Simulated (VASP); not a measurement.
# Si (Fd-3m) in VASP: single point with HSE06

Aim: the single point of Si with HSE06.

Program: VASP 6.6.1. These are calculated values, not measurements. Logs are shortened: lines on timing, memory, paths and dates and some standing lists are left out, and cuts for length are marked.

### Step 1. The cell of the first run

The structure is cubic, space group Fd-3m (No. 227). The conventional cell has a = 5.440 Å, b = 5.440 Å, c = 5.440 Å, α = 90.00°, β = 90.00°, γ = 90.00°. Si (site symmetry -43m) has 4 Si at 2.36 Å within 3.1 Å.

### Step 2. Single point, HSE06

The input, POSCAR:

```
Si
1.0
    0.0000000000      5.4404026684     -5.4404026684
    5.4404026684      5.4404026684      0.0000000000
    5.4404026684      0.0000000000     -5.4404026684
Si
16
Direct
    0.1250000000      0.1250000000      0.1250000000
    0.1250000000      0.6250000000      0.1250000000
    0.6250000000      0.1250000000      0.1250000000
    0.6250000000      0.6250000000      0.1250000000
    0.1250000000      0.1250000000      0.6250000000
    0.1250000000      0.6250000000      0.6250000000
    0.6250000000      0.1250000000      0.6250000000
    0.6250000000      0.6250000000      0.6250000000
    0.2500000000      0.7500000000      0.2500000000
    0.2500000000      0.2500000000      0.2500000000
    0.7500000000      0.7500000000      0.2500000000
    0.7500000000      0.2500000000      0.2500000000
    0.2500000000      0.7500000000      0.7500000000
    0.2500000000      0.2500000000      0.7500000000
    0.7500000000      0.7500000000      0.7500000000
    0.7500000000      0.2500000000      0.7500000000
```

The input, INCAR.step1:

```
ALGO     = Normal         # electronic algorithm
EDIFF    = 1E-5           # SCF threshold, eV
ENCUT    = 400            # plane-wave cutoff, eV
GGA      = PE             # functional
GGA_COMPAT= False        
ISIF     = 2              # what is computed and relaxed
ISMEAR   = -1             # smearing method
LASPH    = True           # aspherical terms in the spheres
LCHARG   = False          # write CHGCAR
LREAL    = False          # projectors in reciprocal space
LWAVE    = True           # write WAVECAR
NBANDS   = 46             # bands
NELM     = 120            # most SCF steps
PREC     = Accurate       # precision mode
SIGMA    = 0.01           # smearing width, eV
```

The input, INCAR.step2:

```
ALGO     = Normal         # electronic algorithm
EDIFF    = 1E-6           # SCF threshold, eV
ENCUT    = 400            # plane-wave cutoff, eV
GGA      = PE             # functional
GGA_COMPAT= False        
HFSCREEN = 0.2079         # screening, 1/A
ISIF     = 2              # what is computed and relaxed
ISMEAR   = -1             # smearing method
ISTART   = 1            
LASPH    = True           # aspherical terms in the spheres
LCHARG   = False          # write CHGCAR
LHFCALC  = True           # exact exchange
LREAL    = False          # projectors in reciprocal space
LWAVE    = False          # write WAVECAR
NBANDS   = 46             # bands
NELM     = 120            # most SCF steps
PREC     = Accurate       # precision mode
PRECFOCK = Fast         
SIGMA    = 0.01           # smearing width, eV
```

The input, KPOINTS:

```
k-points
0
Gamma
  2 2 2
```

Potentials or basis: VASP PAW PBE potentials, release 64 (Si).

Started as:

```
$ cat potpaw_PBE.64/Si/POTCAR > POTCAR
$ cp INCAR.step1 INCAR
$ mpirun -np 1 vasp_std > vasp.out
$ cp INCAR.step2 INCAR
$ mpirun -np 1 vasp_std > vasp.out
```

OUTCAR:

```text
EDIFF = 1E-6
   ENCUT = 400
   GGA = PE
   HFSCREEN = 0.2079
   ISIF = 2
   ISMEAR = -1
   ISTART = 1
   LASPH = True
   LHFCALC = True
   LREAL = False
   NELM = 120
   PREC = Accurate
   PRECFOCK = Fast

 ion  position               nearest neighbor table
   1  0.125  0.125  0.125-   9 2.36  12 2.36  14 2.36  10 2.36
   2  0.125  0.625  0.125-  10 2.36  11 2.36  13 2.36   9 2.36
   3  0.625  0.125  0.125-  10 2.36  11 2.36  16 2.36  12 2.36
   4  0.625  0.625  0.125-   9 2.36  12 2.36  15 2.36  11 2.36
   5  0.125  0.125  0.625-  10 2.36  13 2.36  16 2.36  14 2.36
   6  0.125  0.625  0.625-   9 2.36  14 2.36  15 2.36  13 2.36
[... 8 lines left out ...]
  15  0.750  0.750  0.750-   4 2.36   6 2.36   7 2.36   8 2.36
  16  0.750  0.250  0.750-   3 2.36   5 2.36   8 2.36   7 2.36

  LATTYP: Found a face centered cubic cell.
 ALAT       =    10.8808053368

  Lattice vectors:

 A1 = (   0.0000000000,   5.4404026684,  -5.4404026684)
 A2 = (   5.4404026684,   5.4404026684,   0.0000000000)
 A3 = (   5.4404026684,   0.0000000000,  -5.4404026684)

Analysis of symmetry for initial positions (statically):
=====================================================================
 Subroutine PRICEL returns following result:

  LATTYP: Found a face centered cubic cell.
 ALAT       =     5.4404026684

  Lattice vectors:

 A1 = (   0.0000000000,   2.7202013342,  -2.7202013342)
 A2 = (   2.7202013342,   2.7202013342,   0.0000000000)
 A3 = (   2.7202013342,   0.0000000000,  -2.7202013342)

   8 primitive cells build up your supercell.

 Routine SETGRP: Setting up the symmetry group for a
 face centered cubic supercell.

 Subroutine GETGRP returns: Found 48 space group operations
 (whereof 24 operations were pure point group operations)
 out of a pool of 48 trial point group operations.

The static configuration has the point symmetry T_d .
 The point group associated with its full space group is O_h .

Analysis of symmetry for dynamics (positions and initial velocities):
=====================================================================
 Subroutine PRICEL returns following result:

  LATTYP: Found a face centered cubic cell.
 ALAT       =     5.4404026684

  Lattice vectors:

 A1 = (   0.0000000000,   2.7202013342,  -2.7202013342)
 A2 = (   2.7202013342,   2.7202013342,   0.0000000000)
 A3 = (   2.7202013342,   0.0000000000,  -2.7202013342)

   8 primitive cells build up your supercell.

 Routine SETGRP: Setting up the symmetry group for a
 face centered cubic supercell.

 Subroutine GETGRP returns: Found 48 space group operations
 (whereof 24 operations were pure point group operations)
 out of a pool of 48 trial point group operations.

The dynamic configuration has the point symmetry T_d .
 The point group associated with its full space group is O_h .

 Subroutine INISYM returns: Found 48 space group operations
 (whereof 24 operations are pure point group operations),
 and found     8 'primitive' translations

----------------------------------------------------------------------------------------

                                     Primitive cell

  volume of cell :      40.2562

  direct lattice vectors                    reciprocal lattice vectors
     0.000000000  2.720201334 -2.720201334    -0.183809924  0.183809924 -0.183809924
     2.720201334  2.720201334  0.000000000     0.183809924  0.183809924  0.183809924
     2.720201334  0.000000000 -2.720201334     0.183809924 -0.183809924 -0.183809924

  length of vectors
     3.846945619  3.846945619  3.846945619     0.318368127  0.318368127  0.318368127

  position of ions in fractional coordinates (direct lattice)
     0.250000000  0.250000000  0.250000000
     0.500000000  0.500000000  0.500000000

  ion indices of the primitive-cell ions
   primitive index   ion index
                 1           1
                 2          10

----------------------------------------------------------------------------------------

 KPOINTS: k-points

Automatic generation of k-mesh.
 Grid dimensions read from file:
 generate k-points for:    2    2    2

 Generating k-lattice:

  Cartesian coordinates                     Fractional coordinates (reciprocal lattice)
    -0.045952481  0.045952481 -0.045952481     0.500000000  0.000000000  0.000000000
     0.045952481  0.045952481  0.045952481     0.000000000  0.500000000  0.000000000
     0.045952481 -0.045952481 -0.045952481     0.000000000  0.000000000  0.500000000

  Length of vectors
     0.079592032  0.079592032  0.079592032

  Shift w.r.t. Gamma in fractional coordinates (k-lattice)
     0.000000000  0.000000000  0.000000000

 Subroutine IBZKPT returns following result:
 ===========================================

 Found      3 irreducible k-points:

 Following reciprocal coordinates:
            Coordinates               Weight
  0.000000  0.000000  0.000000      1.000000
  0.500000  0.000000  0.000000      4.000000
  0.500000  0.500000  0.000000      3.000000
   k-points           NKPTS =      3   k-points in BZ     NKDIM =      8   number of bands    NBANDS=     46
   number of dos      NEDOS =    301   number of ions     NIONS =     16
   total plane-waves  NPLWV = 125000
   dimension x,y,z NGX =    50 NGY =   50 NGZ =   50
   dimension x,y,z NGXF=   100 NGYF=  100 NGZF=  100
   ions per type =              16
   NGX,Y,Z   is equivalent  to a cutoff of  10.80, 10.80, 10.80 a.u.
   NGXF,Y,Z  is equivalent  to a cutoff of  21.61, 21.61, 21.61 a.u.
 SYSTEM =  unknown system
   PREC   = accura    normal or accurate (medium, high low for compatibility)
   ISTART =      1    job   : 0-new  1-cont  2-samecut
   ICHARG =      0    charge: 1-file 2-atom 10-const
   ISPIN  =      1    spin polarized calculation?
   LNONCOLLINEAR =      F non collinear calculations
   LSORBIT =      F    spin-orbit coupling
   LASPH  =      T    aspherical Exc in radial PAW
   ENCUT  =  400.0 eV  29.40 Ry    5.42 a.u.  12.55 12.55 12.55*2*pi/ulx,y,z
   NELM   =    120;   NELMIN=  2; NELMDL=  0     # of ELM steps
   EDIFF  = 0.1E-05   stopping-criterion for ELM
   LREAL  =      F    real-space projection
   EDIFFG = 0.1E-04   stopping-criterion for IOM
   NSW    =      0    number of steps for IOM
   IBRION =     -1    ionic relax: 0-MD 1-quasi-New 2-CG
   NFREE  =      0    steps in history (QN), initial steepest desc. (CG)
   ISIF   =      2    stress and relaxation
   ISYM   =      3    0-nonsym 1-usesym 2-fastsym
   POTIM  = 0.5000    time-step for ionic-motion
   TEBEG  =    0.0;   TEEND  =   0.0 temperature during run
   PSTRESS=    0.0 pullay stress
   NELECT =      64.0000    total number of electrons
   NUPDOWN=      -1.0000    fix difference up-down
   EMIN   =  10.00;   EMAX   =-10.00  energy-range for DOS
   EFERMI =   0.00;   METHOD = LEGACY
   ISMEAR =    -1;   SIGMA  =   0.01  broadening in eV -4-tet -1-fermi 0-gaus
   EFERMI_NEDOS =   21; number of points for ismear=-14 and -15
   IALGO  =     38    algorithm
   IMIX   =      1    mixing-type and parameters
     AMIX     =   0.40;   BMIX     =  1.00
     AMIX_MAG =   1.60;   BMIX_MAG =  1.00
  volume/ion in A,a.u.               =      20.13       135.83
  Fermi-wavevector in a.u.,A,eV,Ry     =   0.955345  1.805341 12.417833  0.912685
  Thomas-Fermi vector in A             =   2.084175
   LORBIT       =      0    0 simple, 1 ext, 2 COOP (PROOUT), +10 PAW based schemes
   GGA     = PE    functional components
   LHFCALC =     T    Hartree Fock is set to
   PRECFOCK=fast      Normal, Fast or Accurate (Low or Medium for compatibility)
   ENCUT4O =  -1.0   cutoff for four orbital integrals eV
   NKREDX  =     1    reduce k-point grid by
   NKREDY  =     1    reduce k-point grid by
   NKREDZ  =     1    reduce k-point grid by
   AEXX    =    0.2500 exact exchange contribution
   HFSCREEN=    0.2079 screening length (either q_TF or 0.3 A-1)
   HFSCREENC=   0.2079 screening length for correlation (either q_TF or 0.3 A-1)
   ENCUTFOCK=  -1.0 apply spherical cutoff to Coloumb kernel
   IVDW    =     0    specifies the selected vdW correction
   LEPSILON=     F    determine dielectric tensor
   LRPA    =     F    only Hartree local field effects (RPA)
 non-spin polarized calculation
  energy-cutoff  :      400.00
  volume of cell :      322.05
 maximum number of plane-waves:      5900
  NGX = 28; NGY = 28; NGZ = 28

 number of electron      63.9999998 magnetization

 Free energy of the ion-electron system (eV)
  ---------------------------------------------------
  ext. energy  EPLUGINS =         0.00000000
  ---------------------------------------------------
  free energy    TOTEN  =       -99.07033599 eV

  energy without entropy =      -99.07033599  energy(sigma->0) =      -99.07033599

 E-fermi :   5.6666     XC(G=0):  -7.8135

 val. band max:        5.4262527420   @ k =   0.0000   0.0000   0.0000
 cond. band min:       6.7628725820   @ k =   0.0000   0.0000   0.0000
 fundamental gap:      1.3366198401
 Fermi energy:         5.6666352162

 k-point     1 :       0.0000    0.0000    0.0000
  band No.  band energies     occupation
      1      -7.7940      2.00000
      2      -5.2162      2.00000
      3      -5.2162      2.00000
      4      -5.2162      2.00000
      5      -5.2162      2.00000
      6      -3.1937      2.00000
[... 36 lines left out ...]
     43       8.7738      0.00000
     44       8.7738      0.00000

 k-point     2 :       0.5000    0.0000    0.0000
  band No.  band energies     occupation
      1      -6.9110      2.00000
      2      -6.9110      2.00000
      3      -4.7849      2.00000
      4      -4.7849      2.00000
      5      -4.7848      2.00000
      6      -4.7848      2.00000
[... 36 lines left out ...]
     43       9.7720      0.00000
     44       9.7720      0.00000

 k-point     3 :       0.5000    0.5000    0.0000
  band No.  band energies     occupation
      1      -6.5985      2.00000
      2      -6.5985      2.00000
      3      -5.5333      2.00000
      4      -5.5333      2.00000
      5      -5.5333      2.00000
      6      -5.5333      2.00000
[... 36 lines left out ...]
     43      10.4910      0.00000
     44      10.4910      0.00000
 [bands above 44 left out]

------------------------ aborting loop because EDIFF is reached ----------------------------------------

  FORCE on cell =-STRESS in cart. coord.  units (eV):
  Direction    XX          YY          ZZ          XY          YZ          ZX
  --------------------------------------------------------------------------------------
  -------------------------------------------------------------------------------------
  Total        0.4508735      0.4508735      0.4508735     -0.0000000      0.0000000      0.0000000
  in kB        2.2430665      2.2430665      2.2430665     -0.0000000      0.0000000      0.0000000
  external PRESSURE =       2.2430665 kB  Pullay stress =       0.0000000 kB

 VOLUME and BASIS-vectors are now :
 -----------------------------------------------------------------------------
  energy-cutoff  :      400.00
  volume of cell :      322.05
      direct lattice vectors                 reciprocal lattice vectors
     0.000000000  5.440402668 -5.440402668    -0.091904962  0.091904962 -0.091904962
     5.440402668  5.440402668  0.000000000     0.091904962  0.091904962  0.091904962
     5.440402668  0.000000000 -5.440402668     0.091904962 -0.091904962 -0.091904962

 POSITION                                       TOTAL-FORCE (eV/Angst)
 -----------------------------------------------------------------------------------
      1.36010      1.36010     -1.36010        -0.000000      0.000000     -0.000000
      4.08030      4.08030     -1.36010         0.000000      0.000000      0.000000
      1.36010      4.08030     -4.08030        -0.000000      0.000000      0.000000
      4.08030      6.80050     -4.08030         0.000000      0.000000      0.000000
      4.08030      1.36010     -4.08030        -0.000000      0.000000      0.000000
      6.80050      4.08030     -4.08030        -0.000000      0.000000      0.000000
[... 8 lines left out ...]
      8.16060      8.16060     -8.16060         0.000000     -0.000000      0.000000
      5.44040      5.44040     -8.16060        -0.000000     -0.000000     -0.000000
 -----------------------------------------------------------------------------------
    total drift:                                0.000005      0.000001     -0.000010

  FREE ENERGIE OF THE ION-ELECTRON SYSTEM (eV)
  ---------------------------------------------------
  free  energy   TOTEN  =       -99.0703359856 eV

  energy  without entropy=      -99.0703359856  energy(sigma->0) =      -99.07033599
```

Wall time 5.3 min (1 thread of Oxide Virtual Turin-like, shared host); peak memory 0.41 GiB.

What came out:

```
Free energy            : -99.0703 eV
Pressure               : 0.2 GPa
Band gap on the k mesh : 1.34 eV
```

Levels at points of the mesh, in eV from the valence-band top:
```tsv
k point	band 29	band 30	band 31	band 32	band 33	band 34	band 35	band 36
(0.00, 0.00, 0.00)	-1.30	0.00	0.00	0.00	1.34	1.34	1.34	1.34
(0.50, 0.00, 0.00)	-0.81	-0.81	-0.81	-0.81	2.20	2.20	2.20	2.20
(0.50, 0.50, 0.00)	-1.43	-1.43	-1.43	-1.43	1.79	1.79	3.22	3.22
```

Caveat: the k points lie up to 0.50 Å⁻¹ apart; the PAW data sets were made with another functional, which shifts forces and pressure a little.
